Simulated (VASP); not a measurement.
A run of VASP 6.6.1 is set up as follows.

The input POSCAR:

```
GaN
1.0
    0.0000000000      2.2489526240      2.2489526240
    2.2296116314      0.0000000000      2.2489526240
    2.2296116314      2.2489526240      0.0000000000
Ga N
1 1
Direct
    0.0000000000      0.0000000000      0.0000000000
    0.7500000000      0.7500000000      0.7500000000
```

Contents of INCAR.step1:

```
SYSTEM = GaN
PREC = Accurate ; ENCUT = 520
ISMEAR = 0 ; SIGMA = 0.01
LREAL = .False. ; LASPH = .True.
NELM = 100 ; NBANDS = 16
GGA = PE ; ALGO = Normal
EDIFF = 1E-4 ; LWAVE = .True.
LCHARG = .False.
```

The input INCAR.step2:

```
SYSTEM = GaN
PREC = Accurate ; ENCUT = 520
EDIFF = 1E-6 ; ISMEAR = 0
SIGMA = 0.01 ; LREAL = .False.
LASPH = .True. ; NELM = 100
ALGO = Normal ; ISIF = 2
LWAVE = .False. ; LCHARG = .False.
METAGGA = R2SCAN ; LMIXTAU = .True.
NBANDS = 16 ; ISTART = 1
```

KPOINTS

```
Automatic mesh
0
Gamma
  10 10 10
  0 0 0
```

Potentials or basis: VASP PAW PBE potentials, release 64 (Ga_d, N).

Launch:

```console
$ cat potpaw_PBE.64/Ga_d/POTCAR potpaw_PBE.64/N/POTCAR > POTCAR
$ cp INCAR.step1 INCAR
$ mpirun -np 1 vasp_std > vasp.out
$ cp INCAR.step2 INCAR
$ mpirun -np 1 vasp_std > vasp.out
```

Task: What does it give for the band gap on the k mesh?

Result: 2.19 eV, direct.

Task: Predict the pressure.

Result: 2.9 GPa.

Stress tensor (GPa, compression positive):
```
3.60 0.00 0.00
0.00 2.49 0.00
0.00 0.00 2.49
```

Caveat: the cell differs from its parent crystal (uniaxial x strain -0.9%); the PAW data sets were made with another functional, which shifts forces and pressure a little.
